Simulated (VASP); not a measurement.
# C (Cmme) in VASP: a series of runs

The runs below take C through single point, with PBE.

Program: VASP 6.6.1. These are calculated values, not measurements. Logs are shortened: lines on timing, memory, paths and dates and some standing lists are left out, and cuts for length are marked.

### 1 The cell of the first run

It takes space group Cmme (No. 67, orthorhombic). The conventional cell has a = 2.597 Å, b = 4.380 Å, c = 8.926 Å, α = 90.00°, β = 90.00°, γ = 90.00°. Within 1.9 Å of C (site symmetry m) lie 3 C at 1.46 to 1.49 Å.

### 2 Single point, PBE (12.69 Å³/atom)

INCAR reads:

```
PREC = Accurate ; ENCUT = 520
EDIFF = 1E-6 ; ISMEAR = 0
SIGMA = 0.15 ; LREAL = False
LASPH = True ; NELM = 100
ALGO = Normal ; ISIF = 2
LWAVE = False ; LCHARG = False
GGA = PE ; NBANDS = 16
```

KPOINTS reads:

```
regular mesh
0
Gamma
  21 21 6
```

POSCAR reads:

```
C
1.0
    1.2986007853     -2.1898408484      0.0000000000
    1.2986007853      2.1898408484      0.0000000000
    0.0000000000      0.0000000000      8.9263075327
C
4
Direct
    0.0833329406      0.9166670594      0.7503043452
    0.5833329406      0.4166670594      0.2496956548
    0.9166670594      0.0833329406      0.2496956548
    0.4166670594      0.5833329406      0.7503043452
```

Potentials or basis: VASP PAW PBE potentials, release 64 (C).

Started as:

```bash
> cat potpaw_PBE.64/C/POTCAR > POTCAR
> mpirun -np 1 vasp_std > vasp.out
```

OUTCAR:

```text
PREC = Accurate
   ENCUT = 520
   EDIFF = 1E-6
   ISMEAR = 0
   LREAL = False
   LASPH = True
   NELM = 100
   ISIF = 2
   GGA = PE

 ion  position               nearest neighbor table
   1  0.083  0.917  0.750-   4 1.46   4 1.49   4 1.49
   2  0.583  0.417  0.250-   3 1.46   3 1.49   3 1.49
   3  0.917  0.083  0.250-   2 1.46   2 1.49   2 1.49
   4  0.417  0.583  0.750-   1 1.46   1 1.49   1 1.49

  LATTYP: Found a base centered orthorhombic cell.
 ALAT       =     2.5972015706
 B/A-ratio  =     1.6863079656
 C/A-ratio  =     3.4368943996

  Lattice vectors:

 A1 = (   1.2986007853,  -2.1898408484,   0.0000000000)
 A2 = (   1.2986007853,   2.1898408484,   0.0000000000)
 A3 = (   0.0000000000,   0.0000000000,   8.9263075327)

Analysis of symmetry for initial positions (statically):
=====================================================================
 Subroutine PRICEL returns:
 Original cell was already a primitive cell.

 Routine SETGRP: Setting up the symmetry group for a
 base centered orthorhombic supercell.

 Subroutine GETGRP returns: Found  8 space group operations
 (whereof  4 operations were pure point group operations)
 out of a pool of  8 trial point group operations.

The static configuration has the point symmetry C_2h.
 The point group associated with its full space group is D_2h.

Analysis of symmetry for dynamics (positions and initial velocities):
=====================================================================
 Subroutine PRICEL returns:
 Original cell was already a primitive cell.

 Routine SETGRP: Setting up the symmetry group for a
 base centered orthorhombic supercell.

 Subroutine GETGRP returns: Found  8 space group operations
 (whereof  4 operations were pure point group operations)
 out of a pool of  8 trial point group operations.

The dynamic configuration has the point symmetry C_2h.
 The point group associated with its full space group is D_2h.

 Subroutine INISYM returns: Found  8 space group operations
 (whereof  4 operations are pure point group operations),
 and found     1 'primitive' translations

----------------------------------------------------------------------------------------

                                     Primitive cell

  volume of cell :      50.7680

  direct lattice vectors                    reciprocal lattice vectors
     1.298600785 -2.189840848  0.000000000     0.385029800 -0.228327095  0.000000000
     1.298600785  2.189840848  0.000000000     0.385029800  0.228327095  0.000000000
     0.000000000  0.000000000  8.926307533     0.000000000  0.000000000  0.112028406

  length of vectors
     2.545931449  2.545931449  8.926307533     0.447639597  0.447639597  0.112028406

  position of ions in fractional coordinates (direct lattice)
     0.083332941  0.916667059  0.750304345
     0.583332941  0.416667059  0.249695655
     0.916667059  0.083332941  0.249695655
     0.416667059  0.583332941  0.750304345

  ion indices of the primitive-cell ions
   primitive index   ion index
                 1           1
                 2           2
                 3           3
                 4           4

----------------------------------------------------------------------------------------

 KPOINTS: regular mesh

Automatic generation of k-mesh.
 Grid dimensions read from file:
 generate k-points for:   21   21    6

 Generating k-lattice:

  Cartesian coordinates                     Fractional coordinates (reciprocal lattice)
     0.018334752 -0.010872719  0.000000000     0.047619048  0.000000000  0.000000000
     0.018334752  0.010872719  0.000000000     0.000000000  0.047619048  0.000000000
     0.000000000  0.000000000  0.018671401     0.000000000  0.000000000  0.166666667

  Length of vectors
     0.021316171  0.021316171  0.018671401

  Shift w.r.t. Gamma in fractional coordinates (k-lattice)
     0.000000000  0.000000000  0.000000000

 Subroutine IBZKPT returns following result:
 ===========================================

 Found    484 irreducible k-points:

 Following reciprocal coordinates:
            Coordinates               Weight
  0.000000  0.000000  0.000000      1.000000
  0.047619  0.000000  0.000000      4.000000
  0.095238 -0.000000  0.000000      4.000000
  0.142857 -0.000000  0.000000      4.000000
  0.190476 -0.000000  0.000000      4.000000
  0.238095  0.000000  0.000000      4.000000
[... 16 lines left out ...]
 -0.428571  0.047619  0.000000      4.000000
 -0.380952  0.047619  0.000000      4.000000
 [... further k-points ...]
   k-points           NKPTS =    484   k-points in BZ     NKDIM =    484   number of bands    NBANDS=     16
   number of dos      NEDOS =    301   number of ions     NIONS =      4
   total plane-waves  NPLWV =  28000
   dimension x,y,z NGX =    20 NGY =   20 NGZ =   70
   dimension x,y,z NGXF=    40 NGYF=   40 NGZF=  140
   ions per type =               4
   NGX,Y,Z   is equivalent  to a cutoff of  13.06, 13.06, 13.04 a.u.
   NGXF,Y,Z  is equivalent  to a cutoff of  26.12, 26.12, 26.07 a.u.
 SYSTEM =  unknown system
   PREC   = accura    normal or accurate (medium, high low for compatibility)
   ISTART =      0    job   : 0-new  1-cont  2-samecut
   ICHARG =      2    charge: 1-file 2-atom 10-const
   ISPIN  =      1    spin polarized calculation?
   LNONCOLLINEAR =      F non collinear calculations
   LSORBIT =      F    spin-orbit coupling
   LASPH  =      T    aspherical Exc in radial PAW
   ENCUT  =  520.0 eV  38.22 Ry    6.18 a.u.   4.73  4.73 16.60*2*pi/ulx,y,z
   NELM   =    100;   NELMIN=  2; NELMDL= -5     # of ELM steps
   EDIFF  = 0.1E-05   stopping-criterion for ELM
   LREAL  =      F    real-space projection
   EDIFFG = 0.1E-04   stopping-criterion for IOM
   NSW    =      0    number of steps for IOM
   IBRION =     -1    ionic relax: 0-MD 1-quasi-New 2-CG
   NFREE  =      0    steps in history (QN), initial steepest desc. (CG)
   ISIF   =      2    stress and relaxation
   ISYM   =      2    0-nonsym 1-usesym 2-fastsym
   POTIM  = 0.5000    time-step for ionic-motion
   TEBEG  =    0.0;   TEEND  =   0.0 temperature during run
   PSTRESS=    0.0 pullay stress
   NELECT =      16.0000    total number of electrons
   NUPDOWN=      -1.0000    fix difference up-down
   EMIN   =  10.00;   EMAX   =-10.00  energy-range for DOS
   EFERMI =   0.00;   METHOD = LEGACY
   ISMEAR =     0;   SIGMA  =   0.15  broadening in eV -4-tet -1-fermi 0-gaus
   EFERMI_NEDOS =   21; number of points for ismear=-14 and -15
   IALGO  =     38    algorithm
   IMIX   =      4    mixing-type and parameters
     AMIX     =   0.40;   BMIX     =  1.00
     AMIX_MAG =   1.60;   BMIX_MAG =  1.00
  volume/ion in A,a.u.               =      12.69        85.65
  Fermi-wavevector in a.u.,A,eV,Ry     =   1.114085  2.105314 16.887338  1.241184
  Thomas-Fermi vector in A             =   2.250676
   LORBIT       =      0    0 simple, 1 ext, 2 COOP (PROOUT), +10 PAW based schemes
   GGA     = PE    functional components
   LHFCALC =     F    Hartree Fock is set to
   AEXX    =    0.0000 exact exchange contribution
   IVDW    =     0    specifies the selected vdW correction
   LEPSILON=     F    determine dielectric tensor
   LRPA    =     F    only Hartree local field effects (RPA)
 non-spin polarized calculation
 Gauss-broadening in eV      SIGMA  =   0.15
  energy-cutoff  :      520.00
  volume of cell :       50.77
 maximum number of plane-waves:      1385
   NGX =  9   NGY =  9   NGZ = 33

 number of electron      16.0000001 magnetization

 Free energy of the ion-electron system (eV)
  ---------------------------------------------------
  ext. energy  EPLUGINS =         0.00000000
  ---------------------------------------------------
  free energy    TOTEN  =       -36.51298211 eV

  energy without entropy =      -36.51242514  energy(sigma->0) =      -36.51270362

 E-fermi :   1.8856     XC(G=0):  -8.2614

 val. band max:        1.7752393757   @ k =   0.3333   0.3333   0.0000
 cond. band min:       1.9606696597   @ k =   0.3333   0.3333   0.0000
 fundamental gap:      0.1854302839
 Fermi energy:         1.8855841281

 k-point     1 :       0.0000    0.0000    0.0000
  band No.  band energies     occupation
      1     -16.7301      2.00000
      2     -16.7057      2.00000
      3      -5.1596      2.00000
      4      -4.7796      2.00000
      5      -1.2074      2.00000
      6      -1.2057      2.00000
[... 8 lines left out ...]
     15      11.8998      0.00000
     16      11.9755      0.00000

 k-point     2 :       0.0476    0.0000    0.0000
  band No.  band energies     occupation
      1     -16.6808      2.00000
      2     -16.6564      2.00000
      3      -5.1016      2.00000
      4      -4.7228      2.00000
      5      -1.4121      2.00000
      6      -1.4104      2.00000
[... 8 lines left out ...]
     15      11.8123      0.00000
     16      11.8309      0.00000

 k-point     3 :       0.0952   -0.0000    0.0000
  band No.  band energies     occupation
      1     -16.5329      2.00000
      2     -16.5089      2.00000
      3      -4.9283      2.00000
      4      -4.5532      2.00000
      5      -2.0161      2.00000
      6      -2.0138      2.00000
[... 8 lines left out ...]
     15      11.3455      0.00000
     16      11.3750      0.00000

 k-point     4 :       0.1429   -0.0000    0.0000
  band No.  band energies     occupation
      1     -16.2871      2.00000
      2     -16.2636      2.00000
      3      -4.6412      2.00000
      4      -4.2723      2.00000
      5      -2.9043      2.00000
      6      -2.9009      2.00000
[... 8 lines left out ...]
     15      11.1866      0.00000
     16      11.1914      0.00000
[... 324 lines left out ...]
 k-point    22 :      -0.4762    0.0476    0.0000
  band No.  band energies     occupation
      1     -12.5040      2.00000
      2     -12.4907      2.00000
      3     -10.0818      2.00000
      4     -10.0719      2.00000
      5      -4.1852      2.00000
      6      -4.1836      2.00000
[... 8 lines left out ...]
     15      13.4527      0.00000
     16      15.0157      0.00000

 k-point    23 :      -0.4286    0.0476    0.0000
  band No.  band energies     occupation
      1     -13.2431      2.00000
      2     -13.2262      2.00000
      3      -9.1292      2.00000
      4      -9.1186      2.00000
      5      -4.0361      2.00000
      6      -4.0346      2.00000
[... 8 lines left out ...]
     15      14.5644      0.00000
     16      15.8798      0.00000

 k-point    24 :      -0.3810    0.0476    0.0000
  band No.  band energies     occupation
      1     -13.9698      2.00000
      2     -13.9510      2.00000
      3      -8.0477      2.00000
      4      -8.0382      2.00000
      5      -3.7985      2.00000
      6      -3.7970      2.00000
[... 8 lines left out ...]
     15      14.8304      0.00000
     16      15.2441      0.00000

 [... further k-points ...]

------------------------ aborting loop because EDIFF is reached ----------------------------------------

  FORCE on cell =-STRESS in cart. coord.  units (eV):
  Direction    XX          YY          ZZ          XY          YZ          ZX
  --------------------------------------------------------------------------------------
  -------------------------------------------------------------------------------------
  Total      -11.6444527     -7.0344914     -0.0182091      0.0000000     -0.0000000      0.0000000
  in kB     -367.4849925   -222.0001296     -0.5746584      0.0000000     -0.0000000      0.0000000
  external PRESSURE =    -196.6865935 kB  Pullay stress =       0.0000000 kB

 VOLUME and BASIS-vectors are now :
 -----------------------------------------------------------------------------
  energy-cutoff  :      520.00
  volume of cell :       50.77
      direct lattice vectors                 reciprocal lattice vectors
     1.298600785 -2.189840848  0.000000000     0.385029800 -0.228327095  0.000000000
     1.298600785  2.189840848  0.000000000     0.385029800  0.228327095  0.000000000
     0.000000000  0.000000000  8.926307533     0.000000000  0.000000000  0.112028406

 POSITION                                       TOTAL-FORCE (eV/Angst)
 -----------------------------------------------------------------------------------
      1.29860      1.82487      6.69745         0.000000      0.065038     -0.000055
      1.29860     -0.36497      2.22886         0.000000      0.065038      0.000055
      1.29860     -1.82487      2.22886         0.000000     -0.065038      0.000055
      1.29860      0.36497      6.69745         0.000000     -0.065038     -0.000055
 -----------------------------------------------------------------------------------
    total drift:                                0.000000      0.000000      0.000000

  FREE ENERGIE OF THE ION-ELECTRON SYSTEM (eV)
  ---------------------------------------------------
  free  energy   TOTEN  =       -36.5129821059 eV

  energy  without entropy=      -36.5124251421  energy(sigma->0) =      -36.51270362
```

It took 3.1 min on 1 thread of AMD EPYC 9R45 (Zen 5), shared host; peak memory 0.35 GiB.

Results:

```
Free energy   : -36.5130 eV
Pressure      : -19.7 GPa
Largest force : 0.065 eV/Å
```

Forces on the atoms (eV/Å):
```
C    0.000  0.065  0.000
C    0.000  0.065  0.000
C    0.000 -0.065  0.000
C    0.000 -0.065  0.000
```

Stress tensor (GPa, compression positive):
```
-36.75   0.00   0.00
  0.00 -22.20   0.00
  0.00   0.00  -0.06
```

Caveat: the stress differs along the axes, from -37 to -0 GPa; this functional lacks dispersion, which binds layers or chains, so the pressure and a relaxed spacing across them are unreliable.

### 3 Single point, PBE (12.69 Å³/atom)

INCAR reads:

```
ALGO = Normal ; EDIFF = 1E-6
ENCUT = 520 ; GGA = PE
ISIF = 2 ; ISMEAR = 0
LASPH = True ; LCHARG = False
LREAL = False ; LWAVE = False
NBANDS = 16 ; NELM = 80
PREC = Accurate ; SIGMA = 0.15
```

KPOINTS reads:

```
k-points
0
Gamma
  21 21 6
```

POSCAR reads:

```
C
1.0
    1.2093025697     -2.2692528805      0.0000000000
    1.2093025697      2.2692528805      0.0000000000
    0.0000000000      0.0000000000      9.2500096961
C
4
Direct
    0.0833329406      0.9166670594      0.7503043452
    0.5833329406      0.4166670594      0.2496956548
    0.9166670594      0.0833329406      0.2496956548
    0.4166670594      0.5833329406      0.7503043452
```

Potentials or basis: VASP PAW PBE potentials, release 64 (C).

Started as:

```bash
> cat potpaw_PBE.64/C/POTCAR > POTCAR
> mpirun -np 1 vasp_std > vasp.out
```

Wall time 3.1 min (1 thread of AMD EPYC 9R45 (Zen 5), shared host); peak memory 0.35 GiB.

It converged, with:

```
Free energy   : -36.5044 eV
Pressure      : -9.9 GPa
Largest force : 0.354 eV/Å
```

Forces in eV/Å, atoms in the order of the input:
```
C    0.000 -0.354  0.000
C    0.000 -0.354  0.000
C    0.000  0.354  0.000
C    0.000  0.354  0.000
```

Stress tensor (GPa, compression positive):
```
  8.87   0.00   0.00
  0.00 -38.51   0.00
  0.00   0.00  -0.10
```

Caveat: the stress differs along the axes, from -39 to 9 GPa; this functional lacks dispersion, which binds layers or chains, so the pressure and a relaxed spacing across them are unreliable.

### 4 Single point, PBE (12.69 Å³/atom)

INCAR reads:

```
SYSTEM = C
PREC = Accurate ; ENCUT = 520
EDIFF = 1E-7 ; ISMEAR = 0
SIGMA = 0.15 ; LREAL = .FALSE.
LASPH = .TRUE. ; NELM = 60
ALGO = Normal ; ISIF = 2
LWAVE = .FALSE. ; LCHARG = .TRUE.
GGA = PE ; LELF = .TRUE.
LVHAR = .TRUE. ; NBANDS = 16
```

KPOINTS reads:

```
Automatic mesh
0
G
  21 21 6
  0 0 0
```

POSCAR reads:

```
C
1.0
    1.3457150790     -2.1511654986      0.0000000000
    1.3457150790      2.1511654986      0.0000000000
    0.0000000000      0.0000000000      8.7686576894
C
4
Direct
    0.0833329406      0.9166670594      0.7503043452
    0.5833329406      0.4166670594      0.2496956548
    0.9166670594      0.0833329406      0.2496956548
    0.4166670594      0.5833329406      0.7503043452
```

Started as:

```bash
> cat potpaw_PBE.64/C/POTCAR > POTCAR
> mpirun -np 1 vasp_std > vasp.out
```

Wall time 3.7 min (1 thread of AMD EPYC 9R45 (Zen 5), shared host); peak memory 0.35 GiB.

Results (log left out):

| Property | Result |
| --- | --- |
| Free energy | -36.0888 eV |
| Pressure | -22.8 GPa |
| Largest force | 0.213 eV/Å |

Forces on the atoms (eV/Å):
```
C    0.000  0.213  0.000
C    0.000  0.213  0.000
C    0.000 -0.213  0.000
C    0.000 -0.213  0.000
```

Stress tensor (GPa, compression positive):
```
-55.55   0.00   0.00
  0.00 -12.95   0.00
  0.00   0.00  -0.03
```

Caveat: the stress differs along the axes, from -56 to -0 GPa; this functional lacks dispersion, which binds layers or chains, so the pressure and a relaxed spacing across them are unreliable.

### 5 Summary

```csv
cell,pressure (GPa),largest force (eV/Å)
"a = 2.546, b = 2.546, c = 8.926 Å, angles 90.0, 90.0, 118.7°, 4 atoms",-19.7,0.07
"a = 2.571, b = 2.571, c = 9.250 Å, angles 90.0, 90.0, 123.9°, 4 atoms",-9.9,0.35
"a = 2.537, b = 2.537, c = 8.769 Å, angles 90.0, 90.0, 115.9°, 4 atoms",-22.8,0.21
```

Alike in all rows: task single point; level PBE; potentials or basis VASP PAW PBE potentials, release 64 (C); no spin polarisation; k mesh 21 × 21 × 6; cutoff (eV) 520; smearing gaussian 0.15 eV.

Caveats: this functional lacks dispersion, which binds layers or chains, so the pressure and a relaxed spacing across them are unreliable; the stress differs along the axes, from -37 to -0 GPa (at least some runs); the stress differs along the axes, from -39 to 9 GPa (at least some runs); the stress differs along the axes, from -56 to -0 GPa (at least some runs).

Absolute energies hang on the potentials; compare differences alone.
